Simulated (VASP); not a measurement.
Here is a VASP 6.6.1 calculation.

Contents of INCAR:

```
  ALGO = Normal
  EDIFF = 1E-6
  ENCUT = 520
  GGA = PE
  ISIF = 2
  ISMEAR = 0
  IVDW = 12
  LASPH = T
  LCHARG = F
  LREAL = F
  LWAVE = F
  NBANDS = 49
  NELM = 60
  PREC = Accurate
  SIGMA = 0.05
```

The input KPOINTS:

```
k-points
0
Gamma
  9 9 2
```

File POSCAR:

```
SnO2
1.0
   -3.2372529198      0.0000000000      0.0000000000
   -1.6186264599     -2.8035432670      0.0000000000
   -0.9711758759     -0.5607086535     12.6254773976
Sn O
3 6
Direct
    0.5646899429      0.5646899429      0.5098836190
    0.9660100250     -0.0339899750      0.1699498752
    0.1633698608      0.1633698608      0.8498173628
    0.6169853462      0.6169853462      0.2484066022
    0.8143451820     -0.1856548180      0.9282740898
    0.2156652641      0.2156652641      0.5883403460
    0.5123945395      0.5123945395      0.7713606359
    0.9137146216     -0.0862853784      0.4314268921
    0.3150347037      0.3150347037      0.0914931483
```

Potentials or basis: VASP PAW PBE potentials, release 64 (Sn_d, O).

Run with:

```sh
$ cat potpaw_PBE.64/Sn_d/POTCAR potpaw_PBE.64/O/POTCAR > POTCAR
$ mpirun -np 1 vasp_std > vasp.out
```

(1) What does it give for the largest force?

(2) What does it give for the dispersion energy per atom?

(3) Estimate the pressure.

(4) Predict the band gap on the k mesh.

Answers

(1) 0.318 eV/Å.

(2) -0.206 eV.

(3) 1.6 GPa.

(4) 1.38 eV, direct.

Caveat: spin-orbit coupling is left out, which moves the levels of the heavy elements.
